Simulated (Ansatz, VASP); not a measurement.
# InGa3AsP in VASP and in Ansatz

```
In Ga P As
1.0
     5.28212    0.00000    0.00000
    -2.64106    4.57445    0.00000
     0.00000    0.00000    5.33494
In Ga P As
1 3 1 1
Direct
  0.33333 0.66667 0.00000
  0.50236 0.00472 0.50000
  0.99528 0.49764 0.50000
  0.50236 0.49764 0.50000
  0.66667 0.33333 0.00000
  0.00000 0.00000 0.00000
```

Change from the starting cell: species swapped into the LaMnAlNi3 type (P-6m2, No. 187).

Alike in both runs: functional PBE; k mesh 12 × 12 × 8; occupations gaussian, width 0.1 eV; no spin polarisation.

Ansatz relaxed the structure, and its values are those at the end. VASP's run is a single point on that final structure, the one shown.

```csv
,VASP,Ansatz
version,VASP 6.6.1,Ansatz 0.2.0
potentials or method,"VASP PAW PBE potentials, release 64 (In_d, Ga_d, P, As), cutoff 520 eV","scalar-relativistic, plane waves, PAW"
valence electrons in the cell,62,72
```

```csv
,VASP,Ansatz,Ansatz less VASP
gap on the k mesh at the Fermi level (eV),none,none,-
pressure (GPa),0.0,0.0,-0.02
```

A gap of «none» marks a metal or a gap that the smearing closes. With one functional, cell and mesh, what is left measures potentials, basis and numerics. VASP's potentials hold 62 valence electrons a cell and Ansatz's 72, so a difference there can come from the potentials and not from the codes.
